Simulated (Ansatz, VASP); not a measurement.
## One calculation of SiC4, two programs

File INCAR:

```
  ALGO = Normal
  EDIFF = 1E-7
  EDIFFG = -0.04
  ENCUT = 910
  GGA = PE
  GGA_COMPAT = F
  IBRION = 2
  ISIF = 3
  ISMEAR = 0
  LASPH = T
  LCHARG = F
  LREAL = F
  LWAVE = F
  NELM = 120
  NELMIN = 4
  NSW = 90
  PREC = Accurate
  SIGMA = 0.1
```

Contents of KPOINTS:

```
k-points
0
Gamma
  6 6 4
```

The input POSCAR:

```
SiC4
1.0
    3.5109618536      0.0000000000      0.0000000000
    0.0000000000      3.5109618536      0.0000000000
    0.0000000000      0.0000000000      5.0595545028
Si C
1 4
Direct
    0.0000000000      0.0000000000      0.5937581261
    0.0000000000      0.2980551293      0.9638104685
    0.7019448707      0.0000000000      0.9638104685
    0.0000000000      0.7019448707      0.9638104685
    0.2980551293      0.0000000000      0.9638104685
```

Input for Ansatz:

```yaml
crystal:
  lattice:
    - [3.5109618536, 0.0, 0.0]
    - [0.0, 3.5109618536, 0.0]
    - [0.0, 0.0, 5.0595545028]
  atoms:
    - { symbol: Si, position: [0.0, 0.0, 0.5937581261] }
    - { symbol: C, position: [0.0, 0.2980551293, 0.9638104685] }
    - { symbol: C, position: [0.7019448707, 0.0, 0.9638104685] }
    - { symbol: C, position: [0.0, 0.7019448707, 0.9638104685] }
    - { symbol: C, position: [0.2980551293, 0.0, 0.9638104685] }
basis:
  ecutwfc: 420
kpoints:
  mp_grid: { grid: [6, 6, 4] }
hamiltonian:
  xc: pbe
scf:
  occupations: { method: gaussian, width: 0.1 }
  lower_state_search: "off"
output:
  forces: true
  stress: true
  eigenvalues: true
relax:
  adjacent_minimum: "off"
  f_tol: 0.04
  max_steps: 70
  cell: { stress_tol: 0.4 }
```

Change from the starting cell: species swapped into the TaTe4 type (P4cc, No. 103).

Alike in both runs: task relaxation of cell and atoms; functional PBE; k mesh 6 × 6 × 4; occupations gaussian, width 0.1 eV; no spin polarisation.

|  | VASP | Ansatz |
| --- | --- | --- |
| version | VASP 6.6.1 | Ansatz 0.2.0 |
| potentials or method | VASP PAW PBE potentials, release 64 (Si, C_h), cutoff 910 eV | scalar-relativistic, plane waves, PAW |
| valence electrons in the cell | 20 | 20 |

|  | VASP | Ansatz | Ansatz less VASP |
| --- | --- | --- | --- |
| gap on the k mesh at the Fermi level, each at its own relaxed structure (eV) | none | none | - |
| relaxed volume (Å³/atom) | 13.16 | 13.17 | +0.017 |
| relaxed cell length with the largest relative difference (Å) | 5.250 | 5.254 | +0.0036 |

A gap of «none» marks a metal or a gap that the smearing closes.

Noted on VASP's run: the cutoff is short for stress, so the pressure is rough.
